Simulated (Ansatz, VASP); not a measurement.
## Na in VASP and in Ansatz

```
Na
1.0
    -2.11250    2.11250    2.11250
     2.11250   -2.11250    2.11250
     2.11250    2.11250   -2.11250
Na
1
Direct
  0.00000 0.00000 0.00000
```

Alike in both runs: task single point; functional r2SCAN; k mesh 11 × 11 × 11; occupations gaussian, width 0.1 eV; no spin polarisation.

|  | VASP | Ansatz |
| --- | --- | --- |
| version | VASP 6.6.1 | Ansatz 0.2.0 |
| potentials or method | VASP PAW PBE potentials, release 64 (Na_pv), cutoff 520 eV | plane waves (500 eV) with PAW, scalar-relativistic |
| valence electrons in the cell | 7 | 9 |

|  | VASP | Ansatz | Ansatz less VASP |
| --- | --- | --- | --- |
| pressure (GPa) | 0.1 | 0.0 | -0.09 |

VASP's potentials were made for PBE, not for r2SCAN. With one functional, cell and mesh, what is left measures potentials, basis and numerics. VASP's potentials hold 7 valence electrons a cell and Ansatz's 9, so a difference there can come from the potentials and not from the codes.
